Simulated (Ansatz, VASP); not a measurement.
## One calculation of Na, two programs

INCAR

```
  PREC = Accurate
  ENCUT = 520
  EDIFF = 1E-8
  ISMEAR = -1
  SIGMA = 0.05
  LREAL = F
  LASPH = T
  NELM = 80
  ALGO = Normal
  ISIF = 2
  LWAVE = F
  LCHARG = F
  GGA = CA
  LEFG = T
  NBANDS = 14
```

KPOINTS

```
regular mesh
0
Gamma
  11 11 6
```

POSCAR

```
Na
1.0
    3.7670009976      0.0000000000      0.0000000000
   -1.8835004988      3.2623185600      0.0000000000
    0.0000000000      0.0000000000      6.1540000000
Na
2
Direct
    0.3333333333      0.6666666667      0.2500000000
    0.6666666667      0.3333333333      0.7500000000
```

Input for Ansatz:

```yaml
crystal:
  lattice:
    - [3.7670009976, 0.0, 0.0]
    - [-1.8835004988, 3.26231856, 0.0]
    - [0.0, 0.0, 6.154]
  atoms:
    - { symbol: Na, position: [0.3333333333, 0.6666666667, 0.25] }
    - { symbol: Na, position: [0.6666666667, 0.3333333333, 0.75] }
kpoints:
  mp_grid: { grid: [11, 11, 6] }
  band_path:
    path:
      - [0.0, 0.0, 0.0]
      - [0.5, 0.0, 0.0]
      - [0.3333333333, 0.3333333333, 0.0]
      - [0.0, 0.0, 0.0]
      - [0.0, 0.0, 0.5]
      - [0.5, 0.0, 0.5]
      - [0.3333333333, 0.3333333333, 0.5]
      - [0.0, 0.0, 0.5]
      - [0.5, 0.0, 0.5]
    npoints: 8
scf:
  occupations: { method: fermi_dirac, width: 0.05 }
hamiltonian:
  xc: lda
  pseudopotentials: { kind: all_electron, datasets: crystal }
output:
  forces: true
  stress: true
  eigenvalues: true
  efg: { contact_densities: true }
```

Alike in both runs: task electric field gradients; functional LDA; k mesh 11 × 11 × 6; occupations fermi-dirac, width 0.05 eV; no spin polarisation.

```csv
,VASP,Ansatz
version,VASP 6.6.1,Ansatz 0.2.0
potentials or method,"VASP PAW LDA potentials, release 64 (Na_pv), cutoff 520 eV","all-electron PAW with datasets made for the crystal, scalar-relativistic"
```

|  | VASP | Ansatz | Ansatz less VASP |
| --- | --- | --- | --- |
| pressure (GPa) | -0.9 | -0.9 | +0.01 |
| traceless stress, the component that is largest in VASP (GPa) | 0.18 | 0.18 | -0.001 |
| size of Vzz on the site where it differs most (V/Å²) | 0.5 | 0.5 | -0.03 |

LDA's correlation is that of Perdew and Zunger in VASP and of Perdew and Wang (1992) in Ansatz. Ansatz ran all-electron here, and VASP with PAW potentials.
